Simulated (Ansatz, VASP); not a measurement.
## Ge8N in VASP and in Ansatz

INCAR

```
SYSTEM = Ge8N
ALGO = Fast ; EDIFF = 1E-6
ENCUT = 520 ; GGA = CA
ISIF = 2 ; ISMEAR = 0
LASPH = .TRUE. ; LCHARG = .TRUE.
LELF = .TRUE. ; LREAL = .FALSE.
LVHAR = .TRUE. ; LWAVE = .FALSE.
NBANDS = 68 ; NELM = 80
PREC = Accurate ; SIGMA = 0.15
```

Contents of KPOINTS:

```
k-points
0
G
  6 6 6
  0 0 0
```

The input POSCAR:

```
Ge8N
1.0
    5.6214248924      0.0000000000      0.0000000000
    0.0000000000     -5.6214248924      0.0000000000
    0.0000000000      0.0000000000     -5.6214248924
Ge N
8 1
Direct
    0.5000000000      0.0000000000      0.0000000000
    0.0000000000      0.5000000000      0.0000000000
    0.0000000000      0.0000000000      0.5000000000
    0.5000000000      0.5000000000      0.5000000000
    0.7500000000      0.7500000000      0.7500000000
    0.2500000000      0.2500000000      0.7500000000
    0.2500000000      0.7500000000      0.2500000000
    0.7500000000      0.2500000000      0.2500000000
    1.0833333333      0.5416666667      0.7083333333
```

Input for Ansatz:

```yaml
crystal:
  lattice:
    - [5.6214248924, 0.0, 0.0]
    - [0.0, -5.6214248924, 0.0]
    - [0.0, 0.0, -5.6214248924]
  atoms:
    - { symbol: Ge, position: [0.5, 0.0, 0.0] }
    - { symbol: Ge, position: [0.0, 0.5, 0.0] }
    - { symbol: Ge, position: [0.0, 0.0, 0.5] }
    - { symbol: Ge, position: [0.5, 0.5, 0.5] }
    - { symbol: Ge, position: [0.75, 0.75, 0.75] }
    - { symbol: Ge, position: [0.25, 0.25, 0.75] }
    - { symbol: Ge, position: [0.25, 0.75, 0.25] }
    - { symbol: Ge, position: [0.75, 0.25, 0.25] }
    - { symbol: "N", position: [1.0833333333, 0.5416666667, 0.7083333333] }
basis:
  ecutwfc: 420
kpoints:
  mp_grid: { grid: [6, 6, 6] }
hamiltonian:
  xc: lda
  pseudopotentials: { kind: paw, azcp: { folder: soft_1 } }
scf:
  occupations: { method: gaussian, width: 0.15 }
output:
  forces: true
  stress: true
  eigenvalues: true
  write_density: true
  write_potential: true
  elf: true
  volumetric_format: npy
```

Alike in both runs: task single point; functional LDA; k mesh 6 × 6 × 6; occupations gaussian, width 0.15 eV; no spin polarisation.

|  | VASP | Ansatz |
| --- | --- | --- |
| version | VASP 6.6.1 | Ansatz 0.2.0 |
| potentials or method | VASP PAW LDA potentials, release 64 (Ge_d, N), cutoff 520 eV | scalar-relativistic, plane waves, PAW |
| valence electrons in the cell | 117 | 117 |

VASP gave:

* gap on the k mesh at the Fermi level (eV): none
* pressure (GPa): 5.8
* traceless stress, the component that is largest in VASP (GPa): 2.77
* rms of the force components (eV/Å): 1.176

What did Ansatz give for the same quantities?

gap on the k mesh at the Fermi level (eV): none; pressure (GPa): 5.6; traceless stress, the component that is largest in VASP (GPa): 2.73; rms of the force components (eV/Å): 1.148.

Ansatz warns that its potentials were made for another functional, while VASP's fit it. LDA's correlation is that of Perdew and Zunger in VASP and of Perdew and Wang (1992) in Ansatz. Atom by atom the forces differ by 0.033 eV/Å (rms over components). A gap of «none» marks a metal or a gap that the smearing closes.
